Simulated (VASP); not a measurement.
Wanted: the native input for a VASP 6.6.1 run.

| Property | Result |
| --- | --- |
| Task | single point |
| Functional | PBE |
| Potentials or basis | VASP PAW PBE potentials, release 64 (Tl_d, O, H) |
| Cutoff | 520 eV |
| k mesh | 1 × 1 × 1 |
| Occupations | gaussian, width 0.01 eV |
| Spin | non-collinear spin, zero start, spin-orbit coupling |
| Starting moments | [[0.0, 0.0, 0.0], [0.0, 0.0, 0.0], [0.0, 0.0, 0.0]] μB |
| Dipole correction | no |
| Further INCAR settings | ALGO = Normal; EDIFF = 1e-07; NBANDS = 33 |

The structure of TlOH lies in POSCAR:

```
TlHO
1.0
    9.7300000000      0.0000000000      0.0000000000
    0.0000000000      9.0000000000      0.0000000000
    0.0000000000      0.0000000000     11.7400000000
Tl O H
1 1 1
Direct
    0.4971120200      0.5000000000      0.3833049400
    0.4624871500      0.5000000000      0.5628458300
    0.5371212700      0.5000000000      0.6168543400
```

These files were run (other wordings do the same):

INCAR

```
  ALGO = Normal
  EDIFF = 1E-7
  ENCUT = 520
  GGA = PE
  GGA_COMPAT = F
  ISIF = 2
  ISMEAR = 0
  LASPH = T
  LCHARG = F
  LORBIT = 11
  LORBMOM = T
  LREAL = F
  LSORBIT = T
  LWAVE = F
  MAGMOM = 0 0 0 0 0 0 0 0 0
  NBANDS = 33
  NELM = 150
  PREC = Accurate
  SIGMA = 0.01
```

KPOINTS

```
k-points
0
Gamma
  1 1 1
```

Potentials or basis: VASP PAW PBE potentials, release 64 (Tl_d, O, H).

Command:

```sh
$ cat potpaw_PBE.64/Tl_d/POTCAR potpaw_PBE.64/O/POTCAR potpaw_PBE.64/H/POTCAR > POTCAR
$ mpirun -np 1 vasp_ncl > vasp.out
```

It gave:

```
Largest force                                         : 0.447 eV/Å
Net moment                                            : 0.00 μB per cell
Valence electrons inside the program's atomic spheres : Tl 11.18; O 5.05; H 0.76
```

Run time: 4.3 min on 1 thread of AMD EPYC 9R45 96-Core Processor (Zen 5) (shared host), peak memory 2.4 GiB.
